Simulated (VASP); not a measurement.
# MgO (Fm-3m) in VASP: notebook, part 2 of 3

VASP 6.6.1. Earlier steps stand in the parts before.

### 3 Single point, PBE

INCAR

```
SYSTEM = MgO
ALGO = Normal ; EDIFF = 1E-6
ENCUT = 600 ; GGA = PE
GGA_COMPAT = .False. ; ISIF = 2
ISMEAR = -1 ; LASPH = .True.
LCHARG = .False. ; LREAL = .False.
LWAVE = .False. ; NBANDS = 11
NELM = 120 ; PREC = Accurate
SIGMA = 0.05
```

KPOINTS

```
k-points
0
Gamma
  8 8 8
  0 0 0
```

POSCAR

```
MgO
1.0
    0.0000000000      2.1090500000      2.1090500000
    2.1090500000      0.0000000000      2.1090500000
    2.1090500000      2.1090500000      0.0000000000
Mg O
1 1
Direct
    0.0000000000      0.0000000000      0.0000000000
    0.5000000000      0.5000000000      0.5000000000
```

Potentials or basis: VASP PAW PBE potentials, release 64 (Mg, O).

The run is started by

```
> cat potpaw_PBE.64/Mg/POTCAR potpaw_PBE.64/O/POTCAR > POTCAR
> mpirun -np 1 vasp_std > vasp.out
```

OUTCAR:

```text
SYSTEM = MgO
   EDIFF = 1E-6
   ENCUT = 600
   GGA = PE
   ISIF = 2
   ISMEAR = -1
   LASPH = .True.
   LREAL = .False.
   NELM = 120
   PREC = Accurate

 ion  position               nearest neighbor table
   1  0.000  0.000  0.000-   2 2.11   2 2.11   2 2.11   2 2.11   2 2.11   2 2.11
   2  0.500  0.500  0.500-   1 2.11   1 2.11   1 2.11   1 2.11   1 2.11   1 2.11

  LATTYP: Found a face centered cubic cell.
 ALAT       =     4.2181000000

  Lattice vectors:

 A1 = (   0.0000000000,   2.1090500000,   2.1090500000)
 A2 = (   2.1090500000,   0.0000000000,   2.1090500000)
 A3 = (   2.1090500000,   2.1090500000,   0.0000000000)

Analysis of symmetry for initial positions (statically):
=====================================================================
 Subroutine PRICEL returns:
 Original cell was already a primitive cell.

 Routine SETGRP: Setting up the symmetry group for a
 face centered cubic supercell.

 Subroutine GETGRP returns: Found 48 space group operations
 (whereof 48 operations were pure point group operations)
 out of a pool of 48 trial point group operations.

The static configuration has the point symmetry O_h .

Analysis of symmetry for dynamics (positions and initial velocities):
=====================================================================
 Subroutine PRICEL returns:
 Original cell was already a primitive cell.

 Routine SETGRP: Setting up the symmetry group for a
 face centered cubic supercell.

 Subroutine GETGRP returns: Found 48 space group operations
 (whereof 48 operations were pure point group operations)
 out of a pool of 48 trial point group operations.

The dynamic configuration has the point symmetry O_h .

 Subroutine INISYM returns: Found 48 space group operations
 (whereof 48 operations are pure point group operations),
 and found     1 'primitive' translations

----------------------------------------------------------------------------------------

                                     Primitive cell

[... 112 lines left out ...]
  Fermi-wavevector in a.u.,A,eV,Ry     =   1.232181  2.328485 20.657328  1.518271
  Thomas-Fermi vector in A             =   2.366962
   LORBIT       =      0    0 simple, 1 ext, 2 COOP (PROOUT), +10 PAW based schemes
   GGA     = PE    functional components
   LHFCALC =     F    Hartree Fock is set to
   AEXX    =    0.0000 exact exchange contribution
   IVDW    =     0    specifies the selected vdW correction
   LEPSILON=     F    determine dielectric tensor
   LRPA    =     F    only Hartree local field effects (RPA)
 non-spin polarized calculation
  energy-cutoff  :      600.00
  volume of cell :       18.76
 maximum number of plane-waves:       638
   NGX = 11   NGY = 11   NGZ = 11

 number of electron       8.0000005 magnetization

 Free energy of the ion-electron system (eV)
  ---------------------------------------------------
  ext. energy  EPLUGINS =         0.00000000
  ---------------------------------------------------
  free energy    TOTEN  =       -11.91083239 eV

  energy without entropy =      -11.91083239  energy(sigma->0) =      -11.91083239

 E-fermi :   4.1287     XC(G=0): -11.0579

 val. band max:        3.1528751201   @ k =   0.0000   0.0000   0.0000
 cond. band min:       7.8388310394   @ k =   0.0000   0.0000   0.0000
 fundamental gap:      4.6859559193
 Fermi energy:         4.1286646879

 k-point     1 :       0.0000    0.0000    0.0000
  band No.  band energies     occupation
      1     -14.0877      2.00000
      2       3.1529      2.00000
      3       3.1529      2.00000
      4       3.1529      2.00000
      5       7.8388      0.00000
      6      18.9307      0.00000
      7      18.9307      0.00000
      8      18.9307      0.00000
      9      22.8349      0.00000
     10      24.6054      0.00000
     11      24.6054      0.00000
[... 309 lines left out ...]
 k-point    24 :      -0.3750    0.2500    0.1250
  band No.  band energies     occupation
      1     -12.6655      2.00000
      2      -0.8298      2.00000
      3       1.2284      2.00000
      4       2.1723      2.00000
      5      12.7957      0.00000
      6      15.3107      0.00000
      7      16.5993      0.00000
      8      19.9997      0.00000
      9      23.6302      0.00000
     10      25.1741      0.00000
     11      29.2460      0.00000

 [... further k-points ...]
[... 5 lines left out ...]
  --------------------------------------------------------------------------------------
  -------------------------------------------------------------------------------------
  Total        0.3488538      0.3488538      0.3488538      0.0000000      0.0000000     -0.0000000
  in kB       29.7895181     29.7895181     29.7895181      0.0000000      0.0000000     -0.0000000
  external PRESSURE =      29.7895181 kB  Pullay stress =       0.0000000 kB

 VOLUME and BASIS-vectors are now :
 -----------------------------------------------------------------------------
  energy-cutoff  :      600.00
  volume of cell :       18.76
      direct lattice vectors                 reciprocal lattice vectors
     0.000000000  2.109050000  2.109050000    -0.237073564  0.237073564  0.237073564
     2.109050000  0.000000000  2.109050000     0.237073564 -0.237073564  0.237073564
     2.109050000  2.109050000  0.000000000     0.237073564  0.237073564 -0.237073564

 POSITION                                       TOTAL-FORCE (eV/Angst)
 -----------------------------------------------------------------------------------
      0.00000      0.00000      0.00000        -0.000000     -0.000000      0.000000
      2.10905      2.10905      2.10905         0.000000      0.000000      0.000000
 -----------------------------------------------------------------------------------
    total drift:                               -0.000000     -0.000000      0.000000

  FREE ENERGIE OF THE ION-ELECTRON SYSTEM (eV)
  ---------------------------------------------------
  free  energy   TOTEN  =       -11.9108323891 eV

  energy  without entropy=      -11.9108323890  energy(sigma->0) =      -11.91083239
```

OSZICAR:

```text
N       E                     dE             d eps       ncg     rms          rms(c)
DAV:   1     0.163590304647E+02    0.16359E+02   -0.50644E+03   702   0.738E+02
DAV:   2    -0.127623395238E+02   -0.29121E+02   -0.28510E+02   733   0.143E+02
DAV:   3    -0.134664229968E+02   -0.70408E+00   -0.70323E+00   777   0.193E+01
DAV:   4    -0.134684541327E+02   -0.20311E-02   -0.20311E-02   695   0.111E+00
DAV:   5    -0.134684605238E+02   -0.63912E-05   -0.63911E-05   746   0.617E-02    0.721E+00
DAV:   6    -0.119289149533E+02    0.15395E+01   -0.88130E+00   668   0.163E+01    0.223E+00
DAV:   7    -0.119166771947E+02    0.12238E-01   -0.54362E-02   686   0.213E+00    0.135E+00
DAV:   8    -0.119112125810E+02    0.54646E-02   -0.28358E-02   671   0.191E+00    0.239E-01
DAV:   9    -0.119108450687E+02    0.36751E-03   -0.53955E-04   725   0.164E-01    0.136E-01
DAV:  10    -0.119108305260E+02    0.14543E-04   -0.49770E-04   704   0.170E-01    0.829E-03
DAV:  11    -0.119108324627E+02   -0.19366E-05   -0.25553E-06   728   0.136E-02    0.565E-03
DAV:  12    -0.119108323891E+02    0.73569E-07   -0.61801E-07   385   0.624E-03
   1 F= -.11910832E+02 E0= -.11910832E+02  d E =-.782070E-10
```

Run time: 2.9 s. Hardware: 1 thread of Intel Xeon 6975P-C (Granite Rapids), shared host; peak memory 0.14 GiB.

What came out:

```
Free energy            : -11.9108 eV
Pressure               : 3.0 GPa
Band gap on the k mesh : 4.69 eV, direct
```

### 4 Single point, PBE

INCAR

```
PREC     = Accurate       # precision mode
ENCUT    = 600            # plane-wave cutoff, eV
EDIFF    = 1E-6           # SCF threshold, eV
ISMEAR   = 0              # smearing method
SIGMA    = 0.15           # smearing width, eV
LREAL    = False          # projectors in reciprocal space
LASPH    = True           # aspherical terms in the spheres
NELM     = 120            # most SCF steps
ALGO     = Normal         # electronic algorithm
ISIF     = 2              # what is computed and relaxed
LWAVE    = False          # write WAVECAR
LCHARG   = False          # write CHGCAR
GGA      = PE             # functional
NBANDS   = 11             # bands
GGA_COMPAT= False
```

KPOINTS

```
regular mesh
0
Gamma
  8 8 8
```

POSCAR is that of step 3.

Potentials or basis: VASP PAW PBE potentials, release 64 (Mg, O).

The run is started by

```
> cat potpaw_PBE.64/Mg/POTCAR potpaw_PBE.64/O/POTCAR > POTCAR
> mpirun -np 1 vasp_std > vasp.out
```

OUTCAR:

```text
PREC = Accurate
   ENCUT = 600
   EDIFF = 1E-6
   ISMEAR = 0
   LREAL = False
   LASPH = True
   NELM = 120
   ISIF = 2
   GGA = PE

 ion  position               nearest neighbor table
   1  0.000  0.000  0.000-   2 2.11   2 2.11   2 2.11   2 2.11   2 2.11   2 2.11
   2  0.500  0.500  0.500-   1 2.11   1 2.11   1 2.11   1 2.11   1 2.11   1 2.11

  LATTYP: Found a face centered cubic cell.
 ALAT       =     4.2181000000

  Lattice vectors:

 A1 = (   0.0000000000,   2.1090500000,   2.1090500000)
 A2 = (   2.1090500000,   0.0000000000,   2.1090500000)
 A3 = (   2.1090500000,   2.1090500000,   0.0000000000)

Analysis of symmetry for initial positions (statically):
=====================================================================
 Subroutine PRICEL returns:
 Original cell was already a primitive cell.

 Routine SETGRP: Setting up the symmetry group for a
 face centered cubic supercell.

 Subroutine GETGRP returns: Found 48 space group operations
 (whereof 48 operations were pure point group operations)
 out of a pool of 48 trial point group operations.

The static configuration has the point symmetry O_h .

Analysis of symmetry for dynamics (positions and initial velocities):
[... 165 lines left out ...]

 k-point     1 :       0.0000    0.0000    0.0000
  band No.  band energies     occupation
      1     -14.0877      2.00000
      2       3.1529      2.00000
      3       3.1529      2.00000
      4       3.1529      2.00000
      5       7.8388      0.00000
      6      18.9307      0.00000
      7      18.9307      0.00000
      8      18.9307      0.00000
      9      22.8349      0.00000
     10      24.6054      0.00000
     11      24.6054      0.00000
[... 309 lines left out ...]
 k-point    24 :      -0.3750    0.2500    0.1250
  band No.  band energies     occupation
      1     -12.6655      2.00000
      2      -0.8298      2.00000
      3       1.2284      2.00000
      4       2.1723      2.00000
      5      12.7957      0.00000
      6      15.3107      0.00000
      7      16.5993      0.00000
      8      19.9997      0.00000
      9      23.6302      0.00000
     10      25.1741      0.00000
     11      29.2460      0.00000

 [... further k-points ...]
[... 5 lines left out ...]
  --------------------------------------------------------------------------------------
  -------------------------------------------------------------------------------------
  Total        0.3488539      0.3488539      0.3488539      0.0000000      0.0000000      0.0000000
  in kB       29.7895182     29.7895182     29.7895182      0.0000000      0.0000000      0.0000000
  external PRESSURE =      29.7895182 kB  Pullay stress =       0.0000000 kB

 VOLUME and BASIS-vectors are now :
 -----------------------------------------------------------------------------
  energy-cutoff  :      600.00
  volume of cell :       18.76
      direct lattice vectors                 reciprocal lattice vectors
     0.000000000  2.109050000  2.109050000    -0.237073564  0.237073564  0.237073564
     2.109050000  0.000000000  2.109050000     0.237073564 -0.237073564  0.237073564
     2.109050000  2.109050000  0.000000000     0.237073564  0.237073564 -0.237073564

 POSITION                                       TOTAL-FORCE (eV/Angst)
 -----------------------------------------------------------------------------------
      0.00000      0.00000      0.00000        -0.000000     -0.000000     -0.000000
      2.10905      2.10905      2.10905         0.000000      0.000000      0.000000
 -----------------------------------------------------------------------------------
    total drift:                               -0.000000     -0.000000      0.000000

  FREE ENERGIE OF THE ION-ELECTRON SYSTEM (eV)
  ---------------------------------------------------
  free  energy   TOTEN  =       -11.9108323888 eV

  energy  without entropy=      -11.9108323888  energy(sigma->0) =      -11.91083239
```

Run time: 2.9 s. Hardware: 1 thread of Intel Xeon 6975P-C (Granite Rapids), shared host; peak memory 0.14 GiB.

Results:

- Free energy: -11.9108 eV
- Pressure: 3.0 GPa
- Band gap on the k mesh: 4.69 eV, direct

(Part 2 of 3 ends here.)
